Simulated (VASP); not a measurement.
# Ga7P8 (a cell with a defect) in VASP: single point with PBE

Aim: the single point of Ga7P8 (a cell with a defect) with PBE.

Program: VASP 6.6.1. These are calculated values, not measurements. Logs are shortened: lines on timing, memory, paths and dates and some standing lists are left out, and cuts for length are marked.

## 1. The cell of the first run

The cell holds a defect, 15 atoms: a = 7.785 Å, b = 7.785 Å, c = 7.785 Å, α = 60.00°, β = 60.00°, γ = 60.00°.

## 2. Single point, PBE (atoms taken out, then relaxed in part)

Contents of INCAR:

```
PREC = Accurate
ENCUT = 520
EDIFF = 1E-6
ISMEAR = 0
SIGMA = 0.05
LREAL = Auto
LASPH = T
NELM = 100
ALGO = Normal
ISIF = 2
LWAVE = F
LCHARG = T
GGA = PE
LELF = T
LVHAR = T
NELECT = 134.0
NBANDS = 78
```

Contents of KPOINTS:

```
regular mesh
0
Gamma
  4 4 4
```

Contents of POSCAR:

```
Ga7P8
1.0
    0.0000000000      5.5050736239     -5.5050736239
    5.5050736239      5.5050736239      0.0000000000
    5.5050736239      0.0000000000     -5.5050736239
Ga P
7 8
Direct
    0.0141410706     -0.0141410706      0.5141410706
    0.4858589294     -0.0141410706      0.5141410706
    0.4858589294      0.5141410706      0.5141410706
    0.0141410706     -0.0141410706      0.9858589294
    0.0141410706      0.5141410706      0.9858589294
    0.5000000000      0.0000000000      1.0000000000
    0.4858589294      0.5141410706      0.9858589294
    0.1214452238      0.1261849254      0.1261849254
    0.1149306524      0.6149306524      0.1552080428
    0.6261849254      0.1261849254      0.1261849254
    0.6261849254      0.6214452238      0.1261849254
    0.1149306524      0.1552080428      0.6149306524
    0.1149306524      0.6149306524      0.6149306524
    0.6261849254      0.1261849254      0.6214452238
    0.6552080428      0.6149306524      0.6149306524
```

Potentials or basis: VASP PAW PBE potentials, release 64 (Ga_d, P).

On the command line:

```console
$ cat potpaw_PBE.64/Ga_d/POTCAR potpaw_PBE.64/P/POTCAR > POTCAR
$ mpirun -np 1 vasp_std > vasp.out
```

OUTCAR:

```text
PREC = Accurate
   ENCUT = 520
   EDIFF = 1E-6
   ISMEAR = 0
   LREAL = Auto
   LASPH = T
   NELM = 100
   ISIF = 2
   GGA = PE
   NELECT = 134.0

 ion  position               nearest neighbor table
   1  0.014  0.986  0.514-  12 2.38  13 2.38   8 2.47  14 2.47
   2  0.486  0.986  0.514-  12 2.38  15 2.38  14 2.47  10 2.47
   3  0.486  0.514  0.514-  15 2.38  13 2.38  14 2.47  11 2.47
   4  0.014  0.986  0.986-   9 2.38  12 2.38   8 2.47  10 2.47
   5  0.014  0.514  0.986-   9 2.38  13 2.38  11 2.47   8 2.47
   6  0.500  0.000  0.000-  10 2.41   8 2.41  11 2.41  14 2.41
   7  0.486  0.514  0.986-   9 2.38  15 2.38  11 2.47  10 2.47
   8  0.121  0.126  0.126-   6 2.41   4 2.47   5 2.47   1 2.47
   9  0.115  0.615  0.155-   5 2.38   4 2.38   7 2.38
  10  0.626  0.126  0.126-   6 2.41   4 2.47   2 2.47   7 2.47
  11  0.626  0.621  0.126-   6 2.41   7 2.47   3 2.47   5 2.47
  12  0.115  0.155  0.615-   1 2.38   2 2.38   4 2.38
  13  0.115  0.615  0.615-   1 2.38   3 2.38   5 2.38
  14  0.626  0.126  0.621-   6 2.41   2 2.47   3 2.47   1 2.47
  15  0.655  0.615  0.615-   3 2.38   2 2.38   7 2.38

  LATTYP: Found a face centered cubic cell.
 ALAT       =    11.0101472478

  Lattice vectors:

 A1 = (   0.0000000000,   5.5050736239,  -5.5050736239)
 A2 = (   5.5050736239,   5.5050736239,   0.0000000000)
 A3 = (   5.5050736239,   0.0000000000,  -5.5050736239)

Analysis of symmetry for initial positions (statically):
=====================================================================
 Subroutine PRICEL returns:
 Original cell was already a primitive cell.

 Routine SETGRP: Setting up the symmetry group for a
 face centered cubic supercell.

 Subroutine GETGRP returns: Found 24 space group operations
 (whereof  4 operations were pure point group operations)
 out of a pool of 48 trial point group operations.

The static configuration has the point symmetry C_2v.
 The point group associated with its full space group is T_d .

Analysis of symmetry for dynamics (positions and initial velocities):
=====================================================================
 Subroutine PRICEL returns:
 Original cell was already a primitive cell.

 Routine SETGRP: Setting up the symmetry group for a
 face centered cubic supercell.

 Subroutine GETGRP returns: Found 24 space group operations
 (whereof  4 operations were pure point group operations)
 out of a pool of 48 trial point group operations.

The dynamic configuration has the point symmetry C_2v.
 The point group associated with its full space group is T_d .

 Subroutine INISYM returns: Found 24 space group operations
 (whereof  4 operations are pure point group operations),
 and found     1 'primitive' translations

----------------------------------------------------------------------------------------

                                     Primitive cell

  volume of cell :     333.6717

  direct lattice vectors                    reciprocal lattice vectors
     0.000000000  5.505073624 -5.505073624    -0.090825307  0.090825307 -0.090825307
     5.505073624  5.505073624  0.000000000     0.090825307  0.090825307  0.090825307
     5.505073624  0.000000000 -5.505073624     0.090825307 -0.090825307 -0.090825307

  length of vectors
     7.785349781  7.785349781  7.785349781     0.157314046  0.157314046  0.157314046

  position of ions in fractional coordinates (direct lattice)
     0.014141071  0.985858929  0.514141071
     0.485858929  0.985858929  0.514141071
     0.485858929  0.514141071  0.514141071
     0.014141071  0.985858929  0.985858929
     0.014141071  0.514141071  0.985858929
     0.500000000  0.000000000  0.000000000
     0.485858929  0.514141071  0.985858929
     0.121445224  0.126184925  0.126184925
     0.114930652  0.614930652  0.155208043
     0.626184925  0.126184925  0.126184925
     0.626184925  0.621445224  0.126184925
     0.114930652  0.155208043  0.614930652
     0.114930652  0.614930652  0.614930652
     0.626184925  0.126184925  0.621445224
     0.655208043  0.614930652  0.614930652

  ion indices of the primitive-cell ions
   primitive index   ion index
                 1           1
                 2           2
                 3           3
                 4           4
                 5           5
                 6           6
                 7           7
                 8           8
                 9           9
                10          10
                11          11
                12          12
                13          13
                14          14
                15          15

----------------------------------------------------------------------------------------

 KPOINTS: regular mesh

Automatic generation of k-mesh.
 Grid dimensions read from file:
 generate k-points for:    4    4    4

 Generating k-lattice:

  Cartesian coordinates                     Fractional coordinates (reciprocal lattice)
    -0.022706327  0.022706327 -0.022706327     0.250000000  0.000000000  0.000000000
     0.022706327  0.022706327  0.022706327     0.000000000  0.250000000  0.000000000
     0.022706327 -0.022706327 -0.022706327     0.000000000  0.000000000  0.250000000

  Length of vectors
     0.039328511  0.039328511  0.039328511

  Shift w.r.t. Gamma in fractional coordinates (k-lattice)
     0.000000000  0.000000000  0.000000000

 Subroutine IBZKPT returns following result:
 ===========================================

 Found      8 irreducible k-points:

 Following reciprocal coordinates:
            Coordinates               Weight
  0.000000  0.000000  0.000000      1.000000
  0.250000  0.000000  0.000000      8.000000
  0.500000  0.000000  0.000000      4.000000
  0.250000  0.250000  0.000000      6.000000
  0.500000  0.250000  0.000000     24.000000
 -0.250000  0.250000  0.000000     12.000000
  0.500000  0.500000  0.000000      3.000000
 -0.250000  0.500000  0.250000      6.000000
   k-points           NKPTS =      8   k-points in BZ     NKDIM =      8   number of bands    NBANDS=     78
   number of dos      NEDOS =    301   number of ions     NIONS =     15
   total plane-waves  NPLWV = 216000
   dimension x,y,z NGX =    60 NGY =   60 NGZ =   60
   dimension x,y,z NGXF=   120 NGYF=  120 NGZF=  120
   ions per type =               7   8
   NGX,Y,Z   is equivalent  to a cutoff of  12.81, 12.81, 12.81 a.u.
   NGXF,Y,Z  is equivalent  to a cutoff of  25.62, 25.62, 25.62 a.u.
 SYSTEM =  unknown system
   PREC   = accura    normal or accurate (medium, high low for compatibility)
   ISTART =      0    job   : 0-new  1-cont  2-samecut
   ICHARG =      2    charge: 1-file 2-atom 10-const
   ISPIN  =      1    spin polarized calculation?
   LNONCOLLINEAR =      F non collinear calculations
   LSORBIT =      F    spin-orbit coupling
   LASPH  =      T    aspherical Exc in radial PAW
   ENCUT  =  520.0 eV  38.22 Ry    6.18 a.u.  14.48 14.48 14.48*2*pi/ulx,y,z
   NELM   =    100;   NELMIN=  2; NELMDL= -5     # of ELM steps
   EDIFF  = 0.1E-05   stopping-criterion for ELM
   LREAL  =      T    real-space projection
   EDIFFG = 0.1E-04   stopping-criterion for IOM
   NSW    =      0    number of steps for IOM
   IBRION =     -1    ionic relax: 0-MD 1-quasi-New 2-CG
   NFREE  =      0    steps in history (QN), initial steepest desc. (CG)
   ISIF   =      2    stress and relaxation
   ISYM   =      2    0-nonsym 1-usesym 2-fastsym
   POTIM  = 0.5000    time-step for ionic-motion
   TEBEG  =    0.0;   TEEND  =   0.0 temperature during run
   PSTRESS=    0.0 pullay stress
   NELECT =     134.0000    total number of electrons
   NUPDOWN=      -1.0000    fix difference up-down
   EMIN   =  10.00;   EMAX   =-10.00  energy-range for DOS
   EFERMI =   0.00;   METHOD = LEGACY
   ISMEAR =     0;   SIGMA  =   0.05  broadening in eV -4-tet -1-fermi 0-gaus
   EFERMI_NEDOS =   21; number of points for ismear=-14 and -15
   IALGO  =     38    algorithm
   IMIX   =      4    mixing-type and parameters
     AMIX     =   0.40;   BMIX     =  1.00
     AMIX_MAG =   1.60;   BMIX_MAG =  1.00
  volume/ion in A,a.u.               =      22.24       150.12
  Fermi-wavevector in a.u.,A,eV,Ry     =   1.207823  2.282455 19.848675  1.458836
  Thomas-Fermi vector in A             =   2.343449
   LORBIT       =      0    0 simple, 1 ext, 2 COOP (PROOUT), +10 PAW based schemes
   GGA     = PE    functional components
   LHFCALC =     F    Hartree Fock is set to
   AEXX    =    0.0000 exact exchange contribution
   IVDW    =     0    specifies the selected vdW correction
   LEPSILON=     F    determine dielectric tensor
   LRPA    =     F    only Hartree local field effects (RPA)
 non-spin polarized calculation
 Gauss-broadening in eV      SIGMA  =   0.05
  energy-cutoff  :      520.00
  volume of cell :      333.67
 maximum number of plane-waves:      9089
 NGX is ok and might be reduce to    60
   NGX = 29   NGY = 29   NGZ = 29

 number of electron     134.0000003 magnetization

 Free energy of the ion-electron system (eV)
  ---------------------------------------------------
  ext. energy  EPLUGINS =         0.00000000
  ---------------------------------------------------
  free energy    TOTEN  =       -54.26887256 eV

  energy without entropy =      -54.26887256  energy(sigma->0) =      -54.26887256

 E-fermi :   4.6321     XC(G=0):  -9.6103

 val. band max:        4.3615264809   @ k =   0.0000   0.0000   0.0000
 cond. band min:       5.1841026732   @ k =   0.0000   0.0000   0.0000
 fundamental gap:      0.8225761923
 Fermi energy:         4.6320784191

 k-point     1 :       0.0000    0.0000    0.0000
  band No.  band energies     occupation
      1     -11.0411      2.00000
      2     -11.0411      2.00000
      3     -11.0411      2.00000
      4     -10.9542      2.00000
      5     -10.9542      2.00000
      6     -10.8035      2.00000
[... 637 lines left out ...]
     77       7.9185      0.00000
     78       8.2065      0.00000

------------------------ aborting loop because EDIFF is reached ----------------------------------------

  FORCE on cell =-STRESS in cart. coord.  units (eV):
  Direction    XX          YY          ZZ          XY          YZ          ZX
  --------------------------------------------------------------------------------------
  -------------------------------------------------------------------------------------
  Total       21.1949470     21.1949470     21.1949470     -0.0000000     -0.0000000      0.0000000
  in kB      101.7708796    101.7708796    101.7708796     -0.0000000     -0.0000000      0.0000000
  external PRESSURE =     101.7708796 kB  Pullay stress =       0.0000000 kB

 VOLUME and BASIS-vectors are now :
 -----------------------------------------------------------------------------
  energy-cutoff  :      520.00
  volume of cell :      333.67
      direct lattice vectors                 reciprocal lattice vectors
     0.000000000  5.505073624 -5.505073624    -0.090825307  0.090825307 -0.090825307
     5.505073624  5.505073624  0.000000000     0.090825307  0.090825307  0.090825307
     5.505073624  0.000000000 -5.505073624     0.090825307 -0.090825307 -0.090825307

 POSITION                                       TOTAL-FORCE (eV/Angst)
 -----------------------------------------------------------------------------------
      8.25761      5.50507     -2.90823        -0.000000     -0.000000     -0.012233
      8.25761      8.10192     -5.50507        -0.000000     -0.012233      0.000000
      5.66077      5.50507     -5.50507         0.012233     -0.000000      0.000000
     10.85445      5.50507     -5.50507        -0.012233     -0.000000      0.000000
      8.25761      2.90823     -5.50507        -0.000000      0.012233      0.000000
      0.00000      2.75254     -2.75254        -0.000000     -0.000000      0.000000
      8.25761      5.50507     -8.10192        -0.000000     -0.000000      0.012233
      1.38931      1.36322     -1.36322         0.005707     -0.005707      0.005707
      4.23967      4.01794     -1.48713        -0.000799      0.000799      0.000799
      1.38931      4.14185     -4.14185         0.005707      0.005707     -0.005707
      4.11576      6.86830     -4.14185        -0.005707     -0.005707     -0.005707
      4.23967      1.48713     -4.01794        -0.000799     -0.000799     -0.000799
      6.77048      4.01794     -4.01794         0.000799      0.000799     -0.000799
      4.11576      4.14185     -6.86830        -0.005707      0.005707      0.005707
      6.77048      6.99221     -6.99221         0.000799     -0.000799      0.000799
 -----------------------------------------------------------------------------------
    total drift:                                0.000014      0.000014     -0.000014

  FREE ENERGIE OF THE ION-ELECTRON SYSTEM (eV)
  ---------------------------------------------------
  free  energy   TOTEN  =       -54.2688725599 eV

  energy  without entropy=      -54.2688725599  energy(sigma->0) =      -54.26887256
```

Wall time 5.9 min (1 thread of Intel Xeon Platinum 8488C (Sapphire Rapids), shared host); peak memory 0.53 GiB.

What came out:

* Free energy: -54.2689 eV
* Largest force: 0.012 eV/Å

Forces on the atoms (eV/Å):
```
Ga   0.000  0.000 -0.012
Ga   0.000 -0.012  0.000
Ga   0.012  0.000  0.000
Ga  -0.012  0.000  0.000
Ga   0.000  0.012  0.000
Ga   0.000  0.000  0.000
Ga   0.000  0.000  0.012
P    0.006 -0.006  0.006
P   -0.001  0.001  0.001
P    0.006  0.006 -0.006
P   -0.006 -0.006 -0.006
P   -0.001 -0.001 -0.001
P    0.001  0.001 -0.001
P   -0.006  0.006  0.006
P    0.001 -0.001  0.001
```

Caveat: the cell carries a net charge on a neutralising background, which shifts energy and pressure; the cell differs from its parent crystal (atoms taken out, then relaxed in part); the cell is charged against a uniform background, so pressure and absolute levels hang on convention.
